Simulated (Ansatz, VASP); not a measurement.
MgB2: VASP beside Ansatz

```
CELL_PARAMETERS angstrom
3.08500 0.00000 0.00000
-1.54250 2.67169 0.00000
0.00000 0.00000 3.41731
ATOMIC_POSITIONS crystal
Mg 0.00000 0.00000 0.00000
B 0.33333 0.66667 0.50000
B 0.66667 0.33333 0.50000
```

Change from the starting cell: zz strain of -3 %.

Alike in both runs: task single point; functional PBE; k mesh 12 × 12 × 9; occupations fermi-dirac, width 0.05 eV; no spin polarisation.

|  | VASP | Ansatz |
| --- | --- | --- |
| version | VASP 6.6.1 | Ansatz 0.2.0 |
| potentials or method | VASP PAW PBE potentials, release 64 (Mg, B), cutoff 520 eV | all-electron LAPW, scalar-relativistic |

VASP gave:

| Property | Result |
| --- | --- |
| pressure (GPa) | 2.2 |
| traceless stress, the component that is largest in VASP (GPa) | 5.52 |

Question: Estimate Ansatz's values.

Answer: Pressure (GPa): 2.4; traceless stress, the component that is largest in VASP (GPa): 5.67.

Ansatz ran all-electron here, and VASP with PAW potentials.
